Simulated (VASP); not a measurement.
Runs of VASP 6.6.1 on BP. The structure is that of space group I-4m2 (No. 119), or close to it. The cells are those of the table. 

| level | cell | k mesh | grid for exact exchange (PRECFOCK) | share of exact exchange | screening parameter | gap on the mesh (eV) | pressure (GPa) |
| --- | --- | --- | --- | --- | --- | --- | --- |
| HSE06 | a = 3.237, b = 3.237, c = 3.304 Å, angles 59.3, 59.3, 61.4°, 2 atoms | 6 × 6 × 6 | Normal | 0.25 | 0.2079 1/Å | (a) | -9.1 |
| r2SCAN | a = 3.237, b = 3.237, c = 3.304 Å, angles 59.3, 59.3, 61.4°, 2 atoms | 10 × 10 × 10 | - | - | - | 0.86 | -7.7 |
| HSE06 | a = 3.247, b = 3.247, c = 3.336 Å, angles 59.1, 59.1, 61.8°, 2 atoms | 6 × 6 × 6 | Normal | 0.25 | 0.2079 1/Å | 1.35 | -11.2 |
| r2SCAN | a = 3.247, b = 3.247, c = 3.336 Å, angles 59.1, 59.1, 61.8°, 2 atoms | 10 × 10 × 10 | - | - | - | (b) | -9.8 |

Alike in all rows: task single point; potentials or basis VASP PAW PBE potentials, release 64 (B, P); no spin polarisation; cutoff (eV) 520; smearing gaussian 0.01 eV.

**Question.** Estimate the missing entries.

**Answer.** (a) 1.54; (b) 0.68.

Caveats: the cell stands under tension; the PAW data sets were made with another functional, which shifts forces and pressure a little.

A k mesh can miss the band edges.
